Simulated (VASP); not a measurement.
**KI: single point with r2SCAN**

Crystal: KI.

```
CELL_PARAMETERS angstrom
0.00000 3.41433 3.75577
3.41433 0.00000 3.75577
3.41433 3.41433 0.00000
ATOMIC_POSITIONS crystal
K 0.00000 0.00000 0.00000
I 0.50000 0.50000 0.50000
```

This cell differs from its parent crystal: ratio of the length along z to the lengths across it x 1.1, volume and fractional coordinates fixed.

| Item | Value |
| --- | --- |
| Program | VASP 6.6.1 |
| Task | single point |
| Functional | r2SCAN |
| Potentials or basis | VASP PAW PBE potentials, release 64 (K_sv, I) |
| Cutoff | 520 eV |
| k mesh | 6 × 6 × 6 |
| Occupations | gaussian, width 0.05 eV |
| Spin | no spin polarisation |
| Dipole correction | no |
| Further INCAR settings | ALGO = Normal; EDIFF = 1e-06; NBANDS = 15 |

```yaml
Pressure: 0.6 GPa
Band_gap_on_the_k_mesh: 4.58 eV, direct
```

Stress tensor (GPa, compression positive):
```
 1.41  0.00  0.00
 0.00  1.41  0.00
 0.00  0.00 -1.05
```

Levels at points of the mesh, in eV from the valence-band top:
| k point | band 4 | band 5 | band 6 | band 7 | band 8 | band 9 | band 10 | band 11 | band 12 | band 13 |
| --- | --- | --- | --- | --- | --- | --- | --- | --- | --- | --- |
| (0.00, 0.00, 0.00) | -12.36 | -10.85 | -0.04 | 0.00 | 0.00 | 4.58 | 6.67 | 7.24 | 7.24 | 7.75 |
| (0.50, 0.00, 0.00) | -12.36 | -10.52 | -1.37 | -0.39 | -0.34 | 6.00 | 8.30 | 8.49 | 9.17 | 9.43 |
| (0.50, 0.50, 0.00) | -12.38 | -10.72 | -1.10 | -0.29 | -0.29 | 5.41 | 6.56 | 8.70 | 9.18 | 9.58 |
| (0.50, 0.00, 0.50) | -12.39 | -10.68 | -1.01 | -0.50 | -0.38 | 5.33 | 6.52 | 8.89 | 9.54 | 9.66 |

Wall time 97 s on 1 thread of Intel(R) Xeon(R) Platinum 8559C (Emerald Rapids), with other jobs on the host, peak memory 0.26 GiB.

Caveat: the PAW data sets were made with another functional, which shifts forces and pressure a little; spin-orbit coupling is left out, which moves the levels of the heavy elements.
